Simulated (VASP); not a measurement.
# CaO: single point with r2SCAN

Crystal: CaO.

```xyz
2
Lattice="0.0000 2.5535 2.5535 2.5535 0.0000 2.5535 2.5535 2.5535 0.0000" Properties=species:S:1:pos:R:3 pbc="T T T"
Ca    0.0000    0.0000    0.0000
O     1.2768    1.2768    1.2768
```

This cell differs from its parent crystal: volume changed by -6%.

```yaml
Program: VASP 6.6.1
Task: single point
Functional: r2SCAN
Potentials_or_basis: VASP PAW PBE potentials, release 64 (Ca_sv, O)
Cutoff: 520 eV
k_mesh: 8 × 8 × 8
Occupations: gaussian, width 0.01 eV
Spin: no spin polarisation
Dipole_correction: no
Further_INCAR_settings: ALGO = Normal; EDIFF = 1e-07; NBANDS = 15
```

```
Pressure               : 6.9 GPa
Band gap on the k mesh : 3.95 eV, indirect (least direct gap 4.70 eV)
```

Levels at points of the mesh, in eV from the valence-band top:
| k point | band 5 | band 6 | band 7 | band 8 | band 9 | band 10 | band 11 | band 12 |
| --- | --- | --- | --- | --- | --- | --- | --- | --- |
| (0.00, 0.00, 0.00) | -15.86 | -0.75 | -0.75 | -0.75 | 3.95 | 8.90 | 8.90 | 10.70 |
| (0.50, 0.00, 0.00) | -14.94 | -1.03 | -0.45 | -0.45 | 6.78 | 8.80 | 8.80 | 9.18 |
| (0.50, 0.50, 0.00) | -14.67 | -1.57 | -0.01 | -0.01 | 5.45 | 7.41 | 10.09 | 10.41 |

It took 70 s on 1 thread of Intel(R) Xeon(R) 6975P-C (Granite Rapids) (shared host), peak memory 0.17 GiB.

Caveat: the PAW data sets were made with another functional, which shifts forces and pressure a little. A k mesh can miss the band edges.
